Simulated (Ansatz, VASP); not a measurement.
# One calculation of Hf7O16, two programs

```
Hf O
1.0
     0.00000    5.06907    5.10110
     5.29363    0.00000    5.10110
     5.29363    5.06907    0.00000
Hf O
7 16
Direct
  0.23519 0.99964 0.04238
  0.76055 0.52241 0.53108
  0.77058 0.99319 0.47798
  0.27346 0.05622 0.46871
  0.71222 0.51303 0.02059
  0.24372 0.49899 0.46929
  0.75294 0.97109 0.00120
  0.95370 0.23500 0.15777
  0.55696 0.82791 0.54403
  0.47321 0.43165 0.61702
  0.93652 0.87236 0.21139
  0.08839 0.38580 0.38822
  0.64493 0.87920 0.83853
  0.37151 0.65926 0.13116
  0.68768 0.25478 0.58934
  0.16295 0.83944 0.44278
  0.68949 0.32343 0.89630
  0.40541 0.08053 0.13731
  0.91595 0.58083 0.67874
  0.23788 0.16390 0.72875
  0.73033 0.63832 0.21338
  0.02779 0.95116 0.74497
  0.52729 0.24936 0.34249
```

Alike in both runs: functional PBE; k mesh 1 × 1 × 1; occupations fermi-dirac, width 0.01 eV; no spin polarisation.

Ansatz relaxed the structure, and its values are those at the end. VASP's run is a single point on that final structure, the one shown.

|  | VASP | Ansatz |
| --- | --- | --- |
| version | VASP 6.6.1 | Ansatz 0.2.0 |
| potentials or method | VASP PAW PBE potentials, release 64 (Hf_pv, O), cutoff 520 eV | plane-wave PAW DFT |
| valence electrons in the cell | 166 | 278 |

|  | VASP | Ansatz | Ansatz less VASP |
| --- | --- | --- | --- |
| rms of the force components (eV/Å) | 0.061 | 0.005 | -0.0555 |

VASP's potentials hold 166 valence electrons a cell and Ansatz's 278, so a difference there can come from the potentials and not from the codes.

Neither program's run includes spin-orbit coupling.
